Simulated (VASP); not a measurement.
HfH3:

```
Hf H
1.0
     2.36092    4.08923    0.00000
    -2.36092    4.08923    0.00000
     0.00000   -2.72615    4.18250
Hf H
2 6
Direct
  0.00000 0.00000 0.00000
  0.50000 0.50000 0.50000
  0.87800 0.62200 0.75000
  0.25000 0.87800 0.75000
  0.62200 0.25000 0.75000
  0.12200 0.37800 0.25000
  0.75000 0.12200 0.25000
  0.37800 0.75000 0.25000
```

* Program: VASP 6.6.1
* Task: relaxation of cell and atoms
* Functional: PBEsol
* Potentials or basis: VASP PAW PBE potentials, release 64 (Hf_pv, H)
* Cutoff: 600 eV
* k mesh: 5 × 5 × 5
* Occupations: gaussian, width 0.0868 eV
* Spin: no spin polarisation

At the start: pressure 13.1 GPa; volume 10.09 Å³/atom.

How do energy, volume and symmetry change on relaxing?

Over 24 steps the energy falls by 208.6 meV/atom and the volume is 8.29 Å³/atom (-17.9 %); space group R-3c (No. 167, to 0.1 Å) before and after.

The path:
| step | energy change (eV) | largest force (eV/Å) | pressure (GPa) | volume (Å³) |
| --- | --- | --- | --- | --- |
| 1 | 0.0000 | 0.7508 | 13.07 | 80.76 |
| 2 | -0.4773 | 0.2564 | -0.19 | 90.77 |
| 3 | -0.4787 | 0.2309 | -0.78 | 91.38 |
| 4 | -0.4993 | 0.2305 | -0.76 | 90.88 |
| 5 | -0.5617 | 0.2278 | -0.82 | 89.39 |
| 6 | -0.6881 | 0.2105 | -0.95 | 86.44 |
| 7 | -0.9353 | 0.1273 | -1.55 | 80.65 |
| 8 | -1.1764 | 0.3870 | -2.33 | 69.54 |
| 9 | -1.1709 | 0.1249 | -1.88 | 73.37 |
| 10 | -1.1882 | 0.1991 | -2.17 | 72.02 |
| 11 | -1.2199 | 0.2151 | -1.88 | 71.14 |
| 12 | -1.2965 | 0.2789 | -0.75 | 68.50 |
| 13 | -1.2876 | 0.5557 | 2.93 | 63.22 |
| 14 | -1.3328 | 0.3347 | 0.41 | 66.56 |
| 15 | -1.3358 | 0.3756 | 0.94 | 65.75 |
| 16 | -1.4001 | 0.3656 | 0.79 | 65.63 |
| 17 | -1.5433 | 0.3491 | 0.40 | 65.17 |
| 18 | -1.5703 | 0.3573 | -0.18 | 63.77 |
| 19 | -1.5911 | 0.3519 | -0.01 | 64.44 |
| 20 | -1.6308 | 0.2047 | 1.12 | 64.41 |
| 21 | -1.6511 | 0.0123 | 2.76 | 64.38 |
| 22 | -1.6679 | 0.0210 | -0.54 | 66.57 |
| 23 | -1.6682 | 0.0196 | -0.15 | 66.29 |
| 24 | -1.6685 | 0.0048 | -0.02 | 66.32 |

Final structure:
```cif
data_structure
_symmetry_space_group_name_H-M 'P 1'
_symmetry_Int_Tables_number 1
_cell_length_a 3.8643
_cell_length_b 3.8643
_cell_length_c 5.5924
_cell_angle_alpha 110.212
_cell_angle_beta 110.212
_cell_angle_gamma 60.000
_cell_volume 66.32
loop_
_atom_site_label
_atom_site_type_symbol
_atom_site_fract_x
_atom_site_fract_y
_atom_site_fract_z
_atom_site_occupancy
Hf1 Hf 0.00000 0.00000 0.00000 1
Hf2 Hf 0.50000 0.50000 0.50000 1
H1 H 0.98456 0.51544 0.75000 1
H2 H 0.25000 0.98456 0.75000 1
H3 H 0.51544 0.25000 0.75000 1
H4 H 0.01544 0.48456 0.25000 1
H5 H 0.75000 0.01544 0.25000 1
H6 H 0.48456 0.75000 0.25000 1
```

Caveat: the volume moved by over 15 % at a fixed basis, so the end points are rough; the PAW data sets were made with another functional, which shifts forces and pressure a little.
